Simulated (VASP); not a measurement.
The system is C.

```
C
1.0
     1.22803    0.70900    3.34701
    -1.22803    0.70900    3.34701
     0.00000   -1.41801    3.34701
C
2
Direct
  0.83600 0.83600 0.83600
  0.16400 0.16400 0.16400
```

* Program: VASP 6.6.1
* Task: relaxation of cell and atoms
* Functional: PBEsol
* Potentials or basis: VASP PAW PBE potentials, release 64 (C)
* Cutoff: 600 eV
* k mesh: 18 × 18 × 18
* Occupations: fermi-dirac, width 0.05 eV
* Spin: no spin polarisation

At the start: pressure 1.4 GPa; volume 8.74 Å³/atom.

Question: Where does the relaxation end?

Answer: Over 13 steps the energy falls by 13.1 meV/atom and the volume is 9.31 Å³/atom (+6.5 %); space group R-3m (No. 166, to 0.1 Å) before and after.

The path:
| step | energy change (eV) | largest force (eV/Å) | pressure (GPa) | volume (Å³) |
| --- | --- | --- | --- | --- |
| 1 | 0.0000 | 0.8661 | 1.42 | 17.48 |
| 2 | -0.0135 | 0.5187 | -2.48 | 17.68 |
| 3 | -0.0228 | 0.0211 | -0.88 | 17.61 |
| 4 | -0.0222 | 0.0518 | 2.82 | 17.50 |
| 5 | -0.0232 | 0.0076 | 0.56 | 17.56 |
| 6 | -0.0235 | 0.0077 | 0.53 | 17.61 |
| 7 | -0.0243 | 0.0084 | 0.42 | 17.76 |
| 8 | -0.0254 | 0.0103 | 0.23 | 18.05 |
| 9 | -0.0261 | 0.0154 | -0.05 | 18.63 |
| 10 | -0.0258 | 0.0893 | 0.65 | 18.61 |
| 11 | -0.0261 | 0.0020 | 0.03 | 18.63 |
| 12 | -0.0261 | 0.0172 | -0.35 | 18.64 |
| 13 | -0.0261 | 0.0001 | 0.00 | 18.63 |

Final structure:
```xyz
2
Lattice="1.2300 0.7102 3.5540 -1.2300 0.7102 3.5540 0.0000 -1.4203 3.5540" Properties=species:S:1:pos:R:3 pbc="T T T"
C     0.0000    0.0000    8.8853
C     0.0000    0.0000    1.7767
```

Caveat: this functional lacks dispersion, which binds layers or chains, so the pressure and a relaxed spacing across them are unreliable; the PAW data sets were made with another functional, which shifts forces and pressure a little.
